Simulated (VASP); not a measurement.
A run of VASP 6.6.1 is set up as follows.

INCAR

```
PREC     = Accurate       # precision mode
ENCUT    = 520            # plane-wave cutoff, eV
EDIFF    = 1E-6           # SCF threshold, eV
ISMEAR   = 0              # smearing method
SIGMA    = 0.1            # smearing width, eV
LREAL    = F              # projectors in reciprocal space
LASPH    = T              # aspherical terms in the spheres
NELM     = 100            # most SCF steps
ALGO     = Fast           # electronic algorithm
ISIF     = 2              # what is computed and relaxed
LWAVE    = F              # write WAVECAR
LCHARG   = F              # write CHGCAR
GGA      = PE             # functional
NBANDS   = 34             # bands
```

Contents of KPOINTS:

```
regular mesh
0
Gamma
  12 12 6
```

File POSCAR:

```
Ge2SbO3
1.0
    4.3688184499      0.0000000000      0.0000000000
   -2.1844092249      3.7835077622      0.0000000000
    0.0000000000      0.0000000000      8.0779132932
Ge Sb O
2 1 3
Direct
    0.0000000000      0.0000000000      0.6443104559
    0.0000000000      0.0000000000      0.3556895441
    0.0000000000      0.0000000000      0.0000000000
    0.5000000000      0.0000000000      0.0000000000
    0.0000000000      0.5000000000      0.0000000000
    0.5000000000      0.5000000000      0.0000000000
```

Potentials or basis: VASP PAW PBE potentials, release 64 (Ge_d, Sb, O).

The run is started by

```bash
$ cat potpaw_PBE.64/Ge_d/POTCAR potpaw_PBE.64/Sb/POTCAR potpaw_PBE.64/O/POTCAR > POTCAR
$ mpirun -np 1 vasp_std > vasp.out
```

Task: What does it give for the pressure?

Result: -0.4 GPa.

Task: What does it give for the largest force?

Result: 0.008 eV/Å.

Task: Predict the band gap on the k mesh.

Result: Zero (an odd number of electrons rules out a gap without spin polarisation).

Stress tensor (GPa, compression positive):
```
-0.49  0.00  0.00
 0.00 -0.49  0.00
 0.00  0.00 -0.13
```

Caveat: spin-orbit coupling is left out, which moves the levels of the heavy elements; an odd number of electrons without spin polarisation forces a metal; a magnetic or distorted state may lie lower.
